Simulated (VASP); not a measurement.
# CsI (Pm-3m) in VASP: a series of runs

CsI is run at these levels: PBE, r2SCAN; tasks: single point.

Everything below comes from runs of VASP 6.6.1. Logs are shortened: lines on timing, memory, paths and dates and some standing lists are left out, and cuts for length are marked.

## Step 1: The cell of the first run

The structure is cubic, space group Pm-3m (No. 221). The conventional cell has a = 4.608 Å, b = 4.608 Å, c = 4.608 Å, α = 90.00°, β = 90.00°, γ = 90.00°. Cs (site symmetry m-3m) has 8 I at 3.99 Å and 6 Cs at 4.61 Å within 5.2 Å. I (site symmetry m-3m) has 8 Cs at 3.99 Å and 6 I at 4.61 Å within 5.2 Å.

## Step 2: Single point, PBE

Contents of INCAR:

```
SYSTEM = CsI
ALGO = Normal
EDIFF = 1E-6
ENCUT = 500
GGA = PE
GGA_COMPAT = .False.
ISIF = 2
ISMEAR = 0
LASPH = .True.
LCHARG = .False.
LREAL = .False.
LWAVE = .False.
NBANDS = 15
NELM = 120
PREC = Accurate
SIGMA = 0.01
```

Contents of KPOINTS:

```
k-points
0
Gamma
  6 6 6
  0 0 0
```

Contents of POSCAR:

```
CsI
1.0
    4.6081396334      0.0000000000      0.0000000000
    0.0000000000      4.6081396334      0.0000000000
    0.0000000000      0.0000000000      4.6081396334
Cs I
1 1
Direct
    0.0000000000      0.0000000000      0.0000000000
    0.5000000000      0.5000000000      0.5000000000
```

Potentials or basis: VASP PAW PBE potentials, release 64 (Cs_sv, I).

Launch:

```sh
> cat potpaw_PBE.64/Cs_sv/POTCAR potpaw_PBE.64/I/POTCAR > POTCAR
> mpirun -np 1 vasp_std > vasp.out
```

OUTCAR:

```text
SYSTEM = CsI
   EDIFF = 1E-6
   ENCUT = 500
   GGA = PE
   ISIF = 2
   ISMEAR = 0
   LASPH = .True.
   LREAL = .False.
   NELM = 120
   PREC = Accurate

 ion  position               nearest neighbor table
   1  0.000  0.000  0.000-
   2  0.500  0.500  0.500-

  LATTYP: Found a simple cubic cell.
 ALAT       =     4.6081396334

  Lattice vectors:

 A1 = (   4.6081396334,   0.0000000000,   0.0000000000)
 A2 = (   0.0000000000,   4.6081396334,   0.0000000000)
 A3 = (   0.0000000000,   0.0000000000,   4.6081396334)

Analysis of symmetry for initial positions (statically):
=====================================================================
 Subroutine PRICEL returns:
 Original cell was already a primitive cell.

 Routine SETGRP: Setting up the symmetry group for a
 simple cubic supercell.

 Subroutine GETGRP returns: Found 48 space group operations
 (whereof 48 operations were pure point group operations)
 out of a pool of 48 trial point group operations.

The static configuration has the point symmetry O_h .

Analysis of symmetry for dynamics (positions and initial velocities):
=====================================================================
 Subroutine PRICEL returns:
 Original cell was already a primitive cell.

 Routine SETGRP: Setting up the symmetry group for a
 simple cubic supercell.

 Subroutine GETGRP returns: Found 48 space group operations
 (whereof 48 operations were pure point group operations)
 out of a pool of 48 trial point group operations.

The dynamic configuration has the point symmetry O_h .

 Subroutine INISYM returns: Found 48 space group operations
 (whereof 48 operations are pure point group operations),
 and found     1 'primitive' translations

----------------------------------------------------------------------------------------

                                     Primitive cell

  volume of cell :      97.8536

  direct lattice vectors                    reciprocal lattice vectors
     4.608139633  0.000000000  0.000000000     0.217007313  0.000000000  0.000000000
     0.000000000  4.608139633  0.000000000     0.000000000  0.217007313  0.000000000
     0.000000000  0.000000000  4.608139633     0.000000000  0.000000000  0.217007313

  length of vectors
     4.608139633  4.608139633  4.608139633     0.217007313  0.217007313  0.217007313

  position of ions in fractional coordinates (direct lattice)
     0.000000000  0.000000000  0.000000000
     0.500000000  0.500000000  0.500000000

  ion indices of the primitive-cell ions
   primitive index   ion index
                 1           1
                 2           2

----------------------------------------------------------------------------------------

 KPOINTS: k-points

Automatic generation of k-mesh.
 Grid dimensions read from file:
 generate k-points for:    6    6    6

 Generating k-lattice:

  Cartesian coordinates                     Fractional coordinates (reciprocal lattice)
     0.036167886  0.000000000  0.000000000     0.166666667  0.000000000  0.000000000
     0.000000000  0.036167886  0.000000000     0.000000000  0.166666667  0.000000000
     0.000000000  0.000000000  0.036167886     0.000000000  0.000000000  0.166666667

  Length of vectors
     0.036167886  0.036167886  0.036167886

  Shift w.r.t. Gamma in fractional coordinates (k-lattice)
     0.000000000  0.000000000  0.000000000

 Subroutine IBZKPT returns following result:
 ===========================================

 Found     20 irreducible k-points:

 Following reciprocal coordinates:
            Coordinates               Weight
  0.000000  0.000000  0.000000      1.000000
  0.166667  0.000000  0.000000      6.000000
  0.333333  0.000000  0.000000      6.000000
  0.500000  0.000000  0.000000      3.000000
  0.166667  0.166667  0.000000     12.000000
  0.333333  0.166667  0.000000     24.000000
[... 12 lines left out ...]
  0.500000  0.500000  0.333333      6.000000
  0.500000  0.500000  0.500000      1.000000
   k-points           NKPTS =     20   k-points in BZ     NKDIM =     20   number of bands    NBANDS=     15
   number of dos      NEDOS =    301   number of ions     NIONS =      2
   total plane-waves  NPLWV =  46656
   dimension x,y,z NGX =    36 NGY =   36 NGZ =   36
   dimension x,y,z NGXF=    72 NGYF=   72 NGZF=   72
   ions per type =               1   1
   NGX,Y,Z   is equivalent  to a cutoff of  12.99, 12.99, 12.99 a.u.
   NGXF,Y,Z  is equivalent  to a cutoff of  25.98, 25.98, 25.98 a.u.
 SYSTEM =  CsI
   PREC   = accura    normal or accurate (medium, high low for compatibility)
   ISTART =      0    job   : 0-new  1-cont  2-samecut
   ICHARG =      2    charge: 1-file 2-atom 10-const
   ISPIN  =      1    spin polarized calculation?
   LNONCOLLINEAR =      F non collinear calculations
   LSORBIT =      F    spin-orbit coupling
   LASPH  =      T    aspherical Exc in radial PAW
   ENCUT  =  500.0 eV  36.75 Ry    6.06 a.u.   8.40  8.40  8.40*2*pi/ulx,y,z
   NELM   =    120;   NELMIN=  2; NELMDL= -5     # of ELM steps
   EDIFF  = 0.1E-05   stopping-criterion for ELM
   LREAL  =      F    real-space projection
   EDIFFG = 0.1E-04   stopping-criterion for IOM
   NSW    =      0    number of steps for IOM
   IBRION =     -1    ionic relax: 0-MD 1-quasi-New 2-CG
   NFREE  =      0    steps in history (QN), initial steepest desc. (CG)
   ISIF   =      2    stress and relaxation
   ISYM   =      2    0-nonsym 1-usesym 2-fastsym
   POTIM  = 0.5000    time-step for ionic-motion
   TEBEG  =    0.0;   TEEND  =   0.0 temperature during run
   PSTRESS=    0.0 pullay stress
   NELECT =      16.0000    total number of electrons
   NUPDOWN=      -1.0000    fix difference up-down
   EMIN   =  10.00;   EMAX   =-10.00  energy-range for DOS
   EFERMI =   0.00;   METHOD = LEGACY
   ISMEAR =     0;   SIGMA  =   0.01  broadening in eV -4-tet -1-fermi 0-gaus
   EFERMI_NEDOS =   21; number of points for ismear=-14 and -15
   IALGO  =     38    algorithm
   IMIX   =      4    mixing-type and parameters
     AMIX     =   0.40;   BMIX     =  1.00
     AMIX_MAG =   1.60;   BMIX_MAG =  1.00
  volume/ion in A,a.u.               =      48.93       330.17
  Fermi-wavevector in a.u.,A,eV,Ry     =   0.895205  1.691692 10.903601  0.801392
  Thomas-Fermi vector in A             =   2.017508
   LORBIT       =      0    0 simple, 1 ext, 2 COOP (PROOUT), +10 PAW based schemes
   GGA     = PE    functional components
   LHFCALC =     F    Hartree Fock is set to
   AEXX    =    0.0000 exact exchange contribution
   IVDW    =     0    specifies the selected vdW correction
   LEPSILON=     F    determine dielectric tensor
   LRPA    =     F    only Hartree local field effects (RPA)
 non-spin polarized calculation
 Gauss-broadening in eV      SIGMA  =   0.01
  energy-cutoff  :      500.00
  volume of cell :       97.85
 maximum number of plane-waves:      2517
 NGX is ok and might be reduce to    36
   NGX = 17   NGY = 17   NGZ = 17

 number of electron      16.0000002 magnetization

 Free energy of the ion-electron system (eV)
  ---------------------------------------------------
  ext. energy  EPLUGINS =         0.00000000
  ---------------------------------------------------
  free energy    TOTEN  =        -5.43737300 eV

  energy without entropy =       -5.43737300  energy(sigma->0) =       -5.43737300

 E-fermi :   0.7686     XC(G=0):  -7.6531

 val. band max:        0.6548626613   @ k =   0.5000   0.5000   0.0000
 cond. band min:       4.4439022272   @ k =   0.0000   0.0000   0.0000
 fundamental gap:      3.7890395659
 Fermi energy:         0.7685835361

 k-point     1 :       0.0000    0.0000    0.0000
  band No.  band energies     occupation
      1     -19.7706      2.00000
      2      -9.9616      2.00000
      3      -6.4746      2.00000
      4      -6.4746      2.00000
      5      -6.4746      2.00000
      6       0.5623      2.00000
      7       0.5623      2.00000
      8       0.5623      2.00000
      9       4.4439      0.00000
     10       4.8748      0.00000
     11       4.8748      0.00000
     12       8.3571      0.00000
     13       8.3571      0.00000
     14       8.3571      0.00000
     15      10.7624      0.00000

 k-point     2 :       0.1667    0.0000    0.0000
  band No.  band energies     occupation
      1     -19.7651      2.00000
      2      -9.9627      2.00000
      3      -6.5129      2.00000
      4      -6.4606      2.00000
      5      -6.4606      2.00000
      6       0.1148      2.00000
      7       0.5292      2.00000
      8       0.5292      2.00000
      9       5.0104      0.00000
     10       5.0372      0.00000
     11       5.4519      0.00000
     12       8.2795      0.00000
     13       8.2795      0.00000
     14       8.4781      0.00000
     15       9.6207      0.00000

 k-point     3 :       0.3333    0.0000    0.0000
  band No.  band energies     occupation
      1     -19.7542      2.00000
      2      -9.9668      2.00000
      3      -6.5791      2.00000
      4      -6.4321      2.00000
      5      -6.4321      2.00000
      6      -0.5620      2.00000
      7       0.4609      2.00000
      8       0.4609      2.00000
      9       5.4823      0.00000
     10       6.1635      0.00000
     11       6.6878      0.00000
     12       8.2048      0.00000
     13       8.3035      0.00000
     14       8.3035      0.00000
     15       8.7777      0.00000
[... 271 lines left out ...]
 k-point    19 :       0.5000    0.5000    0.3333
  band No.  band energies     occupation
      1     -19.7151      2.00000
      2      -9.7318      2.00000
      3      -6.7334      2.00000
      4      -6.7334      2.00000
      5      -6.6299      2.00000
      6      -0.4899      2.00000
      7      -0.4899      2.00000
      8      -0.3353      2.00000
      9       6.6890      0.00000
     10       7.2777      0.00000
     11       7.2777      0.00000
     12       7.6612      0.00000
     13       9.0578      0.00000
     14       9.0578      0.00000
     15      10.2664      0.00000

 k-point    20 :       0.5000    0.5000    0.5000
  band No.  band energies     occupation
      1     -19.7104      2.00000
      2      -9.7071      2.00000
      3      -6.7078      2.00000
      4      -6.7078      2.00000
      5      -6.7078      2.00000
      6      -0.5884      2.00000
      7      -0.5884      2.00000
      8      -0.5884      2.00000
      9       7.7438      0.00000
     10       7.7438      0.00000
     11       7.7438      0.00000
     12       8.3898      0.00000
     13       8.3898      0.00000
     14       8.3898      0.00000
     15      10.3079      0.00000

------------------------ aborting loop because EDIFF is reached ----------------------------------------

  FORCE on cell =-STRESS in cart. coord.  units (eV):
  Direction    XX          YY          ZZ          XY          YZ          ZX
  --------------------------------------------------------------------------------------
  -------------------------------------------------------------------------------------
  Total        0.2687008      0.2687008      0.2687008      0.0000000      0.0000000      0.0000000
  in kB        4.3994936      4.3994936      4.3994936      0.0000000      0.0000000      0.0000000
  external PRESSURE =       4.3994936 kB  Pullay stress =       0.0000000 kB

 VOLUME and BASIS-vectors are now :
 -----------------------------------------------------------------------------
  energy-cutoff  :      500.00
  volume of cell :       97.85
      direct lattice vectors                 reciprocal lattice vectors
     4.608139633  0.000000000  0.000000000     0.217007313  0.000000000  0.000000000
     0.000000000  4.608139633  0.000000000     0.000000000  0.217007313  0.000000000
     0.000000000  0.000000000  4.608139633     0.000000000  0.000000000  0.217007313

 POSITION                                       TOTAL-FORCE (eV/Angst)
 -----------------------------------------------------------------------------------
      0.00000      0.00000      0.00000         0.000000      0.000000      0.000000
      2.30407      2.30407      2.30407         0.000000      0.000000      0.000000
 -----------------------------------------------------------------------------------
    total drift:                               -0.000000      0.000000      0.000000

  FREE ENERGIE OF THE ION-ELECTRON SYSTEM (eV)
  ---------------------------------------------------
  free  energy   TOTEN  =        -5.4373729961 eV

  energy  without entropy=       -5.4373729961  energy(sigma->0) =       -5.43737300
```

Wall time 14 s (1 thread of AMD EPYC 9R45 (Zen 5), shared host); peak memory 0.19 GiB.

What came out:

```
Free energy            : -5.4374 eV
Pressure               : 0.4 GPa
Band gap on the k mesh : 3.79 eV, indirect (least direct gap 3.88 eV)
```

Caveat: spin-orbit coupling is left out, which moves the levels of the heavy elements.

## Step 3: Single point, r2SCAN (volume changed by +3%)

Contents of POSCAR:

```
CsI
1.0
    4.6537677457      0.0000000000      0.0000000000
    0.0000000000      4.6537677457      0.0000000000
    0.0000000000      0.0000000000      4.6537677457
Cs I
1 1
Direct
    0.0000000000      0.0000000000      0.0000000000
    0.5000000000      0.5000000000      0.5000000000
```

Contents of INCAR.step1:

```
SYSTEM = CsI
ALGO = Normal
EDIFF = 1E-5
ENCUT = 550
GGA = PE
GGA_COMPAT = .False.
ISMEAR = 0
LASPH = .True.
LCHARG = .False.
LREAL = .False.
LWAVE = .True.
NBANDS = 15
NELM = 120
PREC = Accurate
SIGMA = 0.01
```

Contents of INCAR.step2:

```
SYSTEM = CsI
ALGO = Normal
EDIFF = 1E-6
ENCUT = 550
GGA_COMPAT = .False.
ISIF = 2
ISMEAR = 0
ISTART = 1
LASPH = .True.
LCHARG = .False.
LMIXTAU = .True.
LREAL = .False.
LWAVE = .False.
METAGGA = R2SCAN
NBANDS = 15
NELM = 120
PREC = Accurate
SIGMA = 0.01
```

Contents of KPOINTS:

```
k-points
0
Gamma
  4 4 4
  0 0 0
```

Potentials or basis: VASP PAW PBE potentials, release 64 (Cs_sv, I).

Launch:

```sh
> cat potpaw_PBE.64/Cs_sv/POTCAR potpaw_PBE.64/I/POTCAR > POTCAR
> cp INCAR.step1 INCAR
> mpirun -np 1 vasp_std > vasp.out
> cp INCAR.step2 INCAR
> mpirun -np 1 vasp_std > vasp.out
```

OUTCAR:

```text
SYSTEM = CsI
   EDIFF = 1E-6
   ENCUT = 550
   ISIF = 2
   ISMEAR = 0
   ISTART = 1
   LASPH = .True.
   LREAL = .False.
   METAGGA = R2SCAN
   NELM = 120
   PREC = Accurate

 ion  position               nearest neighbor table
   1  0.000  0.000  0.000-
   2  0.500  0.500  0.500-

  LATTYP: Found a simple cubic cell.
 ALAT       =     4.6537677457

  Lattice vectors:

 A1 = (   4.6537677457,   0.0000000000,   0.0000000000)
[... 349 lines left out ...]

------------------------ aborting loop because EDIFF is reached ----------------------------------------

  FORCE on cell =-STRESS in cart. coord.  units (eV):
  Direction    XX          YY          ZZ          XY          YZ          ZX
  --------------------------------------------------------------------------------------
  -------------------------------------------------------------------------------------
  Total       -0.1747855     -0.1747855     -0.1747855      0.0000000      0.0000000      0.0000000
  in kB       -2.7784456     -2.7784456     -2.7784456      0.0000000      0.0000000      0.0000000
  external PRESSURE =      -2.7784456 kB  Pullay stress =       0.0000000 kB

 VOLUME and BASIS-vectors are now :
 -----------------------------------------------------------------------------
  energy-cutoff  :      550.00
  volume of cell :      100.79
      direct lattice vectors                 reciprocal lattice vectors
     4.653767746  0.000000000  0.000000000     0.214879653  0.000000000  0.000000000
     0.000000000  4.653767746  0.000000000     0.000000000  0.214879653  0.000000000
     0.000000000  0.000000000  4.653767746     0.000000000  0.000000000  0.214879653

 POSITION                                       TOTAL-FORCE (eV/Angst)
 -----------------------------------------------------------------------------------
      0.00000      0.00000      0.00000         0.000000      0.000000      0.000000
      2.32688      2.32688      2.32688         0.000000      0.000000      0.000000
 -----------------------------------------------------------------------------------
    total drift:                               -0.000000      0.000000      0.000000

  FREE ENERGIE OF THE ION-ELECTRON SYSTEM (eV)
  ---------------------------------------------------
  free  energy   TOTEN  =       -53.1221751783 eV

  energy  without entropy=      -53.1221751783  energy(sigma->0) =      -53.12217518
```

OUTCAR.step1:

```text
SYSTEM = CsI
   EDIFF = 1E-5
   ENCUT = 550
   GGA = PE
   ISMEAR = 0
   LASPH = .True.
   LREAL = .False.
[... 384 lines left out ...]
      0.00000      0.00000      0.00000         0.000000      0.000000      0.000000
      2.32688      2.32688      2.32688         0.000000      0.000000      0.000000
 -----------------------------------------------------------------------------------
    total drift:                               -0.000000      0.000000      0.000000

  FREE ENERGIE OF THE ION-ELECTRON SYSTEM (eV)
  ---------------------------------------------------
  free  energy   TOTEN  =        -5.4403197269 eV

  energy  without entropy=       -5.4403197269  energy(sigma->0) =       -5.44031973
```

Run time: 36 s. Hardware: 1 thread of AMD EPYC 9R45 (Zen 5), shared host; peak memory 0.19 GiB.

What came out:

```
Free energy            : -53.1222 eV
Pressure               : -0.3 GPa
Band gap on the k mesh : 4.39 eV, indirect (least direct gap 4.49 eV)
```

Caveat: the PAW data sets were made with another functional, which shifts forces and pressure a little; spin-orbit coupling is left out, which moves the levels of the heavy elements.

## Step 4: Single point, r2SCAN (volume changed by +6%)

Contents of POSCAR:

```
CsI
1.0
    4.6985182578      0.0000000000      0.0000000000
    0.0000000000      4.6985182578      0.0000000000
    0.0000000000      0.0000000000      4.6985182578
Cs I
1 1
Direct
    0.0000000000      0.0000000000      0.0000000000
    0.5000000000      0.5000000000      0.5000000000
```

Contents of INCAR.step1:

```
PREC = Accurate
ENCUT = 550
ISMEAR = 0
SIGMA = 0.01
LREAL = False
LASPH = True
NELM = 120
NBANDS = 15
GGA = PE
ALGO = Normal
EDIFF = 1E-5
LWAVE = True
LCHARG = False
GGA_COMPAT = False
```

Contents of INCAR.step2:

```
PREC = Accurate
ENCUT = 550
EDIFF = 1E-6
ISMEAR = 0
SIGMA = 0.01
LREAL = False
LASPH = True
NELM = 120
ALGO = Normal
ISIF = 2
LWAVE = False
LCHARG = False
METAGGA = R2SCAN
LMIXTAU = True
NBANDS = 15
ISTART = 1
GGA_COMPAT = False
```

Contents of KPOINTS:

```
Automatic mesh
0
Gamma
  4 4 4
```

Launch:

```sh
> cat potpaw_PBE.64/Cs_sv/POTCAR potpaw_PBE.64/I/POTCAR > POTCAR
> cp INCAR.step1 INCAR
> mpirun -np 1 vasp_std > vasp.out
> cp INCAR.step2 INCAR
> mpirun -np 1 vasp_std > vasp.out
```

Run time: 38 s. Hardware: 1 thread of AMD EPYC 9R45 (Zen 5), shared host; peak memory 0.19 GiB.

Results (log left out):

```
Free energy            : -53.1146 eV
Pressure               : -0.6 GPa
Band gap on the k mesh : 4.30 eV, indirect (least direct gap 4.40 eV)
```

Levels at points of the mesh, in eV from the valence-band top:
| k point | band 4 | band 5 | band 6 | band 7 | band 8 | band 9 | band 10 | band 11 | band 12 | band 13 |
| --- | --- | --- | --- | --- | --- | --- | --- | --- | --- | --- |
| (0.00, 0.00, 0.00) | -7.42 | -7.42 | -0.10 | -0.10 | -0.10 | 4.30 | 4.73 | 4.73 | 8.22 | 8.22 |
| (0.50, 0.00, 0.00) | -7.37 | -7.37 | -1.36 | -0.20 | -0.20 | 5.67 | 6.77 | 6.96 | 7.38 | 8.28 |
| (0.50, 0.50, 0.00) | -7.69 | -7.34 | -0.81 | -0.81 | 0.00 | 4.76 | 5.47 | 6.64 | 6.64 | 9.83 |
| (0.50, 0.50, 0.50) | -7.62 | -7.62 | -1.12 | -1.12 | -1.12 | 7.47 | 7.47 | 7.47 | 8.14 | 8.14 |

Caveat: the PAW data sets were made with another functional, which shifts forces and pressure a little; spin-orbit coupling is left out, which moves the levels of the heavy elements. A k mesh can miss the band edges.

(Continued in part 2 of 2.)
